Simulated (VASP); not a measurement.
# BaTiO3 (P1) in VASP: further runs

BaTiO3 is run at these levels: PBEsol, PBE; tasks: relaxation of cell and atoms, single point.

Everything below comes from runs of VASP 6.6.1. Logs are shortened: lines on timing, memory, paths and dates and some standing lists are left out, and cuts for length are marked.

## 1. The cell of the first run

The typed cell holds 5 atoms: a = 4.004 Å, b = 4.004 Å, c = 4.004 Å, α = 89.85°, β = 89.85°, γ = 89.85°.

## 2. Relaxation of cell and atoms, PBEsol

Input file INCAR:

```
  PREC = Accurate
  ENCUT = 600
  EDIFF = 1E-7
  ISMEAR = -1
  SIGMA = 0.05
  LREAL = F
  LASPH = T
  NELM = 100
  ALGO = Normal
  ISIF = 3
  LWAVE = F
  LCHARG = F
  GGA = PS
  IBRION = 2
  NSW = 80
  EDIFFG = -0.02
```

Input file KPOINTS:

```
Automatic mesh
0
Gamma
  6 6 6
```

Input file POSCAR:

```
BaTiO3
1.0
    2.8276681600      1.6325549700      2.3177316100
   -2.8276681600      1.6325549700      2.3177316100
    0.0000000000     -3.2651099400      2.3177316100
Ba Ti O
1 1 3
Direct
    0.0334731600      0.9884685300      0.0018377600
    0.5061032600      0.5274847800      0.5372321600
    0.4862471500      0.4971470800      0.9711514600
    0.4740898700      0.9864150100      0.4720123700
    0.9787865600      0.4791845900      0.4964662400
```

Potentials or basis: VASP PAW PBE potentials, release 64 (Ba_sv, Ti_sv, O).

On the command line:

```sh
$ cat potpaw_PBE.64/Ba_sv/POTCAR potpaw_PBE.64/Ti_sv/POTCAR potpaw_PBE.64/O/POTCAR > POTCAR
$ mpirun -np 1 vasp_std > vasp.out
```

OUTCAR:

```text
PREC = Accurate
   ENCUT = 600
   EDIFF = 1E-7
   ISMEAR = -1
   LREAL = F
   LASPH = T
   NELM = 100
   ISIF = 3
   GGA = PS
   IBRION = 2
   NSW = 80
   EDIFFG = -0.02

 ion  position               nearest neighbor table
   1  0.033  0.988  0.002-   4 2.58   3 2.67   3 2.73   4 2.76   5 2.80   5 2.83   5 2.85   5 2.89
                             4 2.92   3 2.95   3 2.99   4 3.09   2 3.23   2 3.37   2 3.40   2 3.42
   2  0.506  0.527  0.537-   3 1.74   4 1.86   5 1.91   5 2.13   4 2.19   3 2.27   1 3.23   1 3.37
                             1 3.40   1 3.42   1 3.53   1 3.54   1 3.59   1 3.70
   3  0.486  0.497  0.971-   2 1.74   2 2.27   1 2.67   1 2.73   1 2.95   1 2.99
   4  0.474  0.986  0.472-   2 1.86   2 2.19   1 2.58   1 2.76   1 2.92   1 3.09
   5  0.979  0.479  0.496-   2 1.91   2 2.13   1 2.80   1 2.83   1 2.85   1 2.89

  LATTYP: Found a trigonal (rhomboedric) cell.
 ALAT       =     4.0041007441
 COS(alpha) =     0.0025827219

  Lattice vectors:

 A1 = (   2.8276681600,   1.6325549700,   2.3177316100)
 A2 = (  -2.8276681600,   1.6325549700,   2.3177316100)
 A3 = (   0.0000000000,  -3.2651099400,   2.3177316100)

Analysis of symmetry for initial positions (statically):
=====================================================================
 Subroutine PRICEL returns:
 Original cell was already a primitive cell.

 Routine SETGRP: Setting up the symmetry group for a
 trigonal (rhombohedral) supercell.

 Subroutine GETGRP returns: Found  1 space group operations
 (whereof  1 operations were pure point group operations)
 out of a pool of 12 trial point group operations.

The static configuration has the point symmetry C_1 .

Analysis of symmetry for dynamics (positions and initial velocities):
=====================================================================
 Subroutine PRICEL returns:
 Original cell was already a primitive cell.

 Routine SETGRP: Setting up the symmetry group for a
 trigonal (rhombohedral) supercell.

 Subroutine GETGRP returns: Found  1 space group operations
 (whereof  1 operations were pure point group operations)
 out of a pool of 12 trial point group operations.

The dynamic configuration has the point symmetry C_1 .

 Subroutine INISYM returns: Found  1 space group operations
 (whereof  1 operations are pure point group operations),
 and found     1 'primitive' translations

----------------------------------------------------------------------------------------

                                     Primitive cell

  volume of cell :      64.1964

  direct lattice vectors                    reciprocal lattice vectors
     2.827668160  1.632554970  2.317731610     0.176824143  0.102089467  0.143818780
    -2.827668160  1.632554970  2.317731610    -0.176824143  0.102089467  0.143818780
     0.000000000 -3.265109940  2.317731610     0.000000000 -0.204178934  0.143818780

  length of vectors
     4.004100744  4.004100744  4.004100740     0.249745628  0.249745628  0.249745628

  position of ions in fractional coordinates (direct lattice)
     0.033473160  0.988468530  0.001837760
     0.506103260  0.527484780  0.537232160
     0.486247150  0.497147080  0.971151460
     0.474089870  0.986415010  0.472012370
     0.978786560  0.479184590  0.496466240

  ion indices of the primitive-cell ions
   primitive index   ion index
                 1           1
                 2           2
                 3           3
                 4           4
                 5           5

----------------------------------------------------------------------------------------

 KPOINTS: Automatic mesh

Automatic generation of k-mesh.
 Grid dimensions read from file:
 generate k-points for:    6    6    6

 Generating k-lattice:

  Cartesian coordinates                     Fractional coordinates (reciprocal lattice)
     0.029470691  0.017014911  0.023969797     0.166666667  0.000000000  0.000000000
    -0.029470691  0.017014911  0.023969797     0.000000000  0.166666667  0.000000000
     0.000000000 -0.034029822  0.023969797     0.000000000  0.000000000  0.166666667

  Length of vectors
     0.041624271  0.041624271  0.041624271

  Shift w.r.t. Gamma in fractional coordinates (k-lattice)
     0.000000000  0.000000000  0.000000000

 Subroutine IBZKPT returns following result:
 ===========================================

 Found    112 irreducible k-points:

 Following reciprocal coordinates:
            Coordinates               Weight
  0.000000  0.000000  0.000000      1.000000
  0.166667 -0.000000  0.000000      2.000000
 -0.000000  0.166667  0.000000      2.000000
  0.000000  0.000000  0.166667      2.000000
  0.333333  0.000000 -0.000000      2.000000
  0.000000  0.333333 -0.000000      2.000000
[... 16 lines left out ...]
 -0.166667  0.500000 -0.000000      2.000000
  0.166667  0.000000  0.500000      2.000000
 [... further k-points ...]
   k-points           NKPTS =    112   k-points in BZ     NKDIM =    112   number of bands    NBANDS=     24
   number of dos      NEDOS =    301   number of ions     NIONS =      5
   total plane-waves  NPLWV =  32768
   dimension x,y,z NGX =    32 NGY =   32 NGZ =   32
   dimension x,y,z NGXF=    64 NGYF=   64 NGZF=   64
   ions per type =               1   1   3
   NGX,Y,Z   is equivalent  to a cutoff of  13.29, 13.29, 13.29 a.u.
   NGXF,Y,Z  is equivalent  to a cutoff of  26.57, 26.57, 26.57 a.u.
 SYSTEM =  unknown system
   PREC   = accura    normal or accurate (medium, high low for compatibility)
   ISTART =      0    job   : 0-new  1-cont  2-samecut
   ICHARG =      2    charge: 1-file 2-atom 10-const
   ISPIN  =      1    spin polarized calculation?
   LNONCOLLINEAR =      F non collinear calculations
   LSORBIT =      F    spin-orbit coupling
   LASPH  =      T    aspherical Exc in radial PAW
   ENCUT  =  600.0 eV  44.10 Ry    6.64 a.u.   8.00  8.00  8.00*2*pi/ulx,y,z
   NELM   =    100;   NELMIN=  2; NELMDL= -5     # of ELM steps
   EDIFF  = 0.1E-06   stopping-criterion for ELM
   LREAL  =      F    real-space projection
   EDIFFG = -.2E-01   stopping-criterion for IOM
   NSW    =     80    number of steps for IOM
   IBRION =      2    ionic relax: 0-MD 1-quasi-New 2-CG
   NFREE  =      1    steps in history (QN), initial steepest desc. (CG)
   ISIF   =      3    stress and relaxation
   ISYM   =      2    0-nonsym 1-usesym 2-fastsym
   POTIM  = 0.5000    time-step for ionic-motion
   TEBEG  =    0.0;   TEEND  =   0.0 temperature during run
   PSTRESS=    0.0 pullay stress
   NELECT =      40.0000    total number of electrons
   NUPDOWN=      -1.0000    fix difference up-down
   EMIN   =  10.00;   EMAX   =-10.00  energy-range for DOS
   EFERMI =   0.00;   METHOD = LEGACY
   ISMEAR =    -1;   SIGMA  =   0.05  broadening in eV -4-tet -1-fermi 0-gaus
   EFERMI_NEDOS =   21; number of points for ismear=-14 and -15
   IALGO  =     38    algorithm
   IMIX   =      4    mixing-type and parameters
     AMIX     =   0.40;   BMIX     =  1.00
     AMIX_MAG =   1.60;   BMIX_MAG =  1.00
  volume/ion in A,a.u.               =      12.84        86.64
  Fermi-wavevector in a.u.,A,eV,Ry     =   1.398271  2.642349 26.601582  1.955161
  Thomas-Fermi vector in A             =   2.521445
   LORBIT       =      0    0 simple, 1 ext, 2 COOP (PROOUT), +10 PAW based schemes
   GGA     = PS    functional components
   LHFCALC =     F    Hartree Fock is set to
   AEXX    =    0.0000 exact exchange contribution
   IVDW    =     0    specifies the selected vdW correction
   LEPSILON=     F    determine dielectric tensor
   LRPA    =     F    only Hartree local field effects (RPA)
 conjugate gradient relaxation of ions
 non-spin polarized calculation
  energy-cutoff  :      600.00
  volume of cell :       64.20
 maximum number of plane-waves:      2176
   NGX = 15   NGY = 15   NGZ = 15

--------------------------------------- Ionic step        1  -------------------------------------------

 number of electron      40.0000003 magnetization

 Free energy of the ion-electron system (eV)
  ---------------------------------------------------
  ext. energy  EPLUGINS =         0.00000000
  ---------------------------------------------------
  free energy    TOTEN  =       -41.76281203 eV

  energy without entropy =      -41.76281203  energy(sigma->0) =      -41.76281203

------------------------ aborting loop because EDIFF is reached ----------------------------------------

  FORCE on cell =-STRESS in cart. coord.  units (eV):
  Direction    XX          YY          ZZ          XY          YZ          ZX
  --------------------------------------------------------------------------------------
  -------------------------------------------------------------------------------------
  Total        1.0997858      2.8279331      2.0680295      0.0453709     -1.8655195     -0.1113979
  in kB       27.4478323     70.5779535     51.6127105      1.1323402    -46.5585797     -2.7802052
  external PRESSURE =      49.8794988 kB  Pullay stress =       0.0000000 kB
[... 98 lines left out ...]
  FREE ENERGIE OF THE ION-ELECTRON SYSTEM (eV)
  ---------------------------------------------------
  free  energy   TOTEN  =       -41.9136454257 eV

  energy  without entropy=      -41.9136454257  energy(sigma->0) =      -41.91364543

[... ionic steps 4 to 12 ...]

--------------------------------------- Ionic step       13  -------------------------------------------

 number of electron      40.0000002 magnetization

------------------------ aborting loop because EDIFF is reached ----------------------------------------

  FORCE on cell =-STRESS in cart. coord.  units (eV):
  Direction    XX          YY          ZZ          XY          YZ          ZX
  --------------------------------------------------------------------------------------
  -------------------------------------------------------------------------------------
  Total        0.0680873      0.0260401      0.0367108     -0.0130589      0.0340387     -0.0078237
  in kB        1.6998031      0.6500915      0.9164865     -0.3260150      0.8497770     -0.1953201
  external PRESSURE =       1.0887937 kB  Pullay stress =       0.0000000 kB
[... 63 lines left out ...]
  energy  without entropy=      -42.0144817345  energy(sigma->0) =      -42.01448173

--------------------------------------- Ionic step       15  -------------------------------------------

 number of electron      40.0000001 magnetization

 Free energy of the ion-electron system (eV)
  ---------------------------------------------------
  ext. energy  EPLUGINS =         0.00000000
  ---------------------------------------------------
  free energy    TOTEN  =       -42.01448635 eV

  energy without entropy =      -42.01448635  energy(sigma->0) =      -42.01448635

 E-fermi :   4.8194     XC(G=0): -11.4919

 val. band max:        3.6422715381   @ k =   0.5000   0.5000   0.5000
 cond. band min:       5.8530313752   @ k =   0.0000   0.0000   0.0000
 fundamental gap:      2.2107598371
 Fermi energy:         4.8194463753

 k-point     1 :       0.0000    0.0000    0.0000
  band No.  band energies     occupation
      1     -52.4491      2.00000
      2     -28.8213      2.00000
      3     -28.8147      2.00000
      4     -28.7992      2.00000
      5     -21.1247      2.00000
      6     -13.1319      2.00000
[... 637 lines left out ...]
     23       7.4444      0.00000
     24       8.4351      0.00000

 [... further k-points ...]

------------------------ aborting loop because EDIFF is reached ----------------------------------------

  FORCE on cell =-STRESS in cart. coord.  units (eV):
  Direction    XX          YY          ZZ          XY          YZ          ZX
  --------------------------------------------------------------------------------------
  -------------------------------------------------------------------------------------
  Total       -0.0324430     -0.0196962     -0.0710101     -0.0131477      0.0268785     -0.0016458
  in kB       -0.8091033     -0.4912075     -1.7709382     -0.3278941      0.6703304     -0.0410449
  external PRESSURE =      -1.0237497 kB  Pullay stress =       0.0000000 kB
[... 20 lines left out ...]
  FREE ENERGIE OF THE ION-ELECTRON SYSTEM (eV)
  ---------------------------------------------------
  free  energy   TOTEN  =       -42.0144863454 eV

  energy  without entropy=      -42.0144863454  energy(sigma->0) =      -42.01448635

 reached required accuracy - stopping structural energy minimisation
```

Run time: 22 min. Hardware: 1 thread of Intel Xeon Platinum 8259CL at 2.50GHz (Skylake/Cascade Lake), shared host; peak memory 0.37 GiB.

What came out:

- Free energy: -42.0145 eV
- Relaxed volume: 12.85 Å³/atom
- Relaxed cell: a = 4.009 Å, b = 3.987 Å, c = 4.019 Å, α = 89.83°, β = 89.80°, γ = 89.89°
- Space group after relaxing (to 0.1 Å): R3m (No. 160)
- Energy gained by relaxing: 50.3 meV/atom
- Ionic steps: 15
- Pressure after relaxing: -0.1 GPa
- Largest force after relaxing: 0.019 eV/Å
- Band gap on the k mesh: 2.21 eV (least direct gap 2.60 eV)

Forces in eV/Å, atoms in the order of the input:
```
Ba  -0.005  0.004  0.003
Ti  -0.002  0.007  0.007
O   -0.003  0.004 -0.008
O    0.009 -0.015 -0.007
O    0.001  0.000  0.005
```

The path:
```tsv
step	energy change (eV)	largest force (eV/Å)	pressure (GPa)	volume (Å³)
1	0.0000	2.2318	4.99	64.20
2	-0.0725	0.7507	-8.37	67.96
3	-0.1508	0.7914	-3.25	66.15
4	-0.2186	0.4390	0.46	64.55
5	-0.2213	0.3500	1.49	64.17
6	-0.2461	0.1339	-0.26	64.54
7	-0.2469	0.1257	-0.63	64.63
8	-0.2499	0.1166	0.35	64.21
9	-0.2499	0.1175	0.44	64.18
10	-0.2511	0.0481	-0.19	64.31
11	-0.2511	0.0469	-0.17	64.30
12	-0.2515	0.0306	0.03	64.21
13	-0.2515	0.0311	0.11	64.18
14	-0.2517	0.0209	-0.06	64.23
15	-0.2517	0.0194	-0.10	64.24
```

Final structure:
```
Ba Ti O
1.0
     2.83226    1.63292    2.32103
    -2.81661    1.62465    2.30776
     0.00080   -3.27591    2.32756
Ba Ti O
1 1 3
Cartesian
  0.0053 -0.0055 0.0109
  0.0203 -0.0214 3.5722
  0.0060 -1.6149 4.5570
  -1.3901 0.7996 4.5492
  1.3992 0.7968 4.5535
```

Caveat: the PAW data sets were made with another functional, which shifts forces and pressure a little; spin-orbit coupling is left out, which moves the levels of the heavy elements.

## 3. Single point, PBE

Input file INCAR:

```
SYSTEM = BaTiO3
PREC = Accurate
ENCUT = 910
EDIFF = 1E-6
ISMEAR = -1
SIGMA = 0.05
LREAL = .FALSE.
LASPH = .TRUE.
NELM = 120
ALGO = Normal
ISIF = 2
LWAVE = .FALSE.
LCHARG = .TRUE.
GGA = PE
LELF = .TRUE.
LVHAR = .TRUE.
NBANDS = 28
GGA_COMPAT = .FALSE.
```

Input file KPOINTS:

```
Automatic mesh
0
G
  7 7 7
  0 0 0
```

POSCAR is that of step 2.

Potentials or basis: VASP PAW PBE potentials, release 64 (Ba_sv, Ti_sv, O_h).

On the command line:

```sh
$ cat potpaw_PBE.64/Ba_sv/POTCAR potpaw_PBE.64/Ti_sv/POTCAR potpaw_PBE.64/O_h/POTCAR > POTCAR
$ mpirun -np 1 vasp_std > vasp.out
```

It took 8.1 min on 1 thread of Intel Xeon 6975P-C (Granite Rapids), shared host; peak memory 0.76 GiB.

The run converged. Its results:

| Quantity | Value |
| --- | --- |
| Free energy | -39.7564 eV |
| Pressure | 11.0 GPa |
| Largest force | 2.261 eV/Å |
| Band gap on the k mesh | 2.75 eV (least direct gap 3.31 eV) |

Forces in eV/Å, atoms in the order of the input:
```
Ba  -1.277 -0.403 -0.276
Ti   0.920  1.501 -1.419
O    0.164 -1.198  0.893
O    0.327 -0.188  0.608
O   -0.134  0.288  0.194
```

Stress tensor (GPa, compression positive):
```
 8.84  0.11 -0.26
 0.11 12.97 -4.67
-0.26 -4.67 11.13
```

Levels at points of the mesh, in eV from the valence-band top:
| k point | band 16 | band 17 | band 18 | band 19 | band 20 | band 21 | band 22 | band 23 | band 24 | band 25 |
| --- | --- | --- | --- | --- | --- | --- | --- | --- | --- | --- |
| (0.00, 0.00, 0.00) | -1.69 | -1.17 | -0.72 | -0.61 | -0.55 | 2.75 | 3.02 | 3.34 | 4.82 | 5.07 |

Caveat: the cutoff is under 1.25 times the usual one of these potentials, so pressure, stress and relaxed cells hold a basis-set (Pulay) error; the cell stands under pressure; spin-orbit coupling is left out, which moves the levels of the heavy elements; an odd mesh through Γ misses points on the zone boundary, where band edges can lie; forces of over 1 eV/Å act on the atoms, so gaps and moduli don't describe the material at rest.
